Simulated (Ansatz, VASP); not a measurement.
One calculation of ZnS, two programs

File INCAR:

```
PREC = Accurate
ENCUT = 520
EDIFF = 1E-6
ISMEAR = 0
SIGMA = 0.05
LREAL = False
LASPH = True
NELM = 60
ALGO = Normal
ISIF = 2
LWAVE = False
LCHARG = True
GGA = PE
LELF = True
LVHAR = True
NBANDS = 16
```

The input KPOINTS:

```
regular mesh
0
Gamma
  10 10 10
```

The input POSCAR:

```
ZnS
1.0
    0.0000000000      2.7046500000      2.8128360000
    2.7046500000      0.0000000000      2.8128360000
    2.7046500000      2.7046500000      0.0000000000
Zn S
1 1
Direct
    0.0000000000      0.0000000000      0.0000000000
    0.7500000000      0.7500000000      0.7500000000
```

Input for Ansatz:

```yaml
crystal:
  lattice:
    - [0.0, 2.70465, 2.812836]
    - [2.70465, 0.0, 2.812836]
    - [2.70465, 2.70465, 0.0]
  atoms:
    - { symbol: Zn, position: [0.0, 0.0, 0.0] }
    - { symbol: S, position: [0.75, 0.75, 0.75] }
basis:
  ecutwfc: 420
kpoints:
  mp_grid: { grid: [10, 10, 10] }
hamiltonian:
  xc: pbe
scf:
  occupations: { method: gaussian, width: 0.05 }
output:
  forces: true
  stress: true
  eigenvalues: true
  write_density: true
  write_potential: true
  elf: true
  volumetric_format: npy
```

Change from the starting cell: strain +0.000 along x and y, +0.040 along z, atoms carried along.

Alike in both runs: task single point; functional PBE; k mesh 10 × 10 × 10; occupations gaussian, width 0.05 eV; no spin polarisation.

|  | VASP | Ansatz |
| --- | --- | --- |
| version | VASP 6.6.1 | Ansatz 0.2.0 |
| potentials or method | VASP PAW PBE potentials, release 64 (Zn, S), cutoff 520 eV | scalar-relativistic, plane waves, PAW |
| valence electrons in the cell | 18 | 18 |

Ansatz gave:

```
gap on the k mesh at the Fermi level (eV)                     : 1.88
least direct gap on the mesh (eV)                             : 1.88
pressure (GPa)                                                : -1.4
traceless stress, the component that is largest in VASP (GPa) : -1.16
```

Which values does VASP return?

gap on the k mesh at the Fermi level (eV): 1.88; least direct gap on the mesh (eV): 1.88; pressure (GPa): -1.2; traceless stress, the component that is largest in VASP (GPa): -1.16.

The functional is the same, so the differences come from potentials, cutoffs and numerics.
